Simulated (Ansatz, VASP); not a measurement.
**One calculation of CoSi, two programs**

```
Co Si
1.0
     2.78133    2.78133    0.00000
     2.78133    0.00000    2.78133
     2.78133    0.00000   -2.78133
Co Si
2 2
Direct
  0.00000 0.00000 0.00000
  0.00000 0.50000 0.50000
  0.50000 0.25000 0.75000
  0.50000 0.75000 0.25000
```

Alike in both runs: task single point; functional PBE; k mesh 13 × 13 × 13; occupations fermi-dirac, width 0.03 eV; collinear spin.

|  | VASP | Ansatz |
| --- | --- | --- |
| version | VASP 6.6.1 | Ansatz 0.2.0 |
| potentials or method | VASP PAW PBE potentials, release 64 (Co, Si) | PAW with Ansatz's default frozen-core files, scalar-relativistic |
| plane-wave cutoff (eV) | 520 | 420 |
| valence electrons in the cell | 26 | 42 |

Ansatz gave:

| Property | Result |
| --- | --- |
| pressure (GPa) | 1.1 |
| net moment per atom (μB) | 0.32 |
| size of the moment on the site where the two differ most (μB) | 0.64 |

Task: Which values does VASP return?

Result: Pressure (GPa): 0.9; net moment per atom (μB): 0.31; size of the moment on the site where the two differ most (μB): 0.62.

Site moments also hang on the region over which each program counts them. VASP's potentials hold 26 valence electrons a cell and Ansatz's 42, so a difference there can come from the potentials and not from the codes.
